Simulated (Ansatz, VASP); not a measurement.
Na2S: VASP beside Ansatz

```xyz
3
Lattice="0.0000 3.2839 3.2839 3.2839 0.0000 3.2839 3.2839 3.2839 0.0000" Properties=species:S:1:pos:R:3 pbc="T T T"
Na    1.6420    1.6420    1.6420
Na    4.9259    4.9259    4.9259
S     0.0000    0.0000    0.0000
```

Alike in both runs: functional PBE; k mesh 6 × 6 × 6; occupations gaussian, width 0.02 eV; no spin polarisation.

Ansatz relaxed the structure, and its values are those at the end. VASP's run is a single point on that final structure, the one shown.

```csv
,VASP,Ansatz
version,VASP 6.6.1,Ansatz 0.2.0
potentials or method,"VASP PAW PBE potentials, release 64 (Na_pv, S), cutoff 500 eV","scalar-relativistic, plane waves, PAW"
valence electrons in the cell,20,24
```

|  | VASP | Ansatz | Ansatz less VASP |
| --- | --- | --- | --- |
| gap on the k mesh at the Fermi level (eV) | 2.45 | 2.45 | +0.002 |
| least direct gap on the mesh (eV) | 2.45 | 2.45 | +0.002 |
| pressure (GPa) | 0.0 | 0.0 | 0.00 |

With one functional, cell and mesh, what is left measures potentials, basis and numerics. VASP's potentials hold 20 valence electrons a cell and Ansatz's 24, so a difference there can come from the potentials and not from the codes.
